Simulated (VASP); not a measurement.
Here is a VASP 6.6.1 calculation.

File INCAR:

```
PREC = Accurate
ENCUT = 520
EDIFF = 1E-6
ISMEAR = 0
SIGMA = 0.1
LREAL = False
LASPH = True
NELM = 60
ALGO = Normal
ISIF = 2
LWAVE = False
LCHARG = False
GGA = PE
NBANDS = 12
```

File KPOINTS:

```
Automatic mesh
0
Gamma
  8 8 8
```

The input POSCAR:

```
Ag
1.0
    0.0000000000      2.0781799412      2.0781799412
    2.0781799412      0.0000000000      2.0781799412
    2.0781799412      2.0781799412      0.0000000000
Ag
1
Direct
    0.0000000000      0.0000000000      0.0000000000
```

Potentials or basis: VASP PAW PBE potentials, release 64 (Ag).

Launch:

```console
$ cat potpaw_PBE.64/Ag/POTCAR > POTCAR
$ mpirun -np 1 vasp_std > vasp.out
```

Question: Estimate the pressure.

Answer: -0.1 GPa.
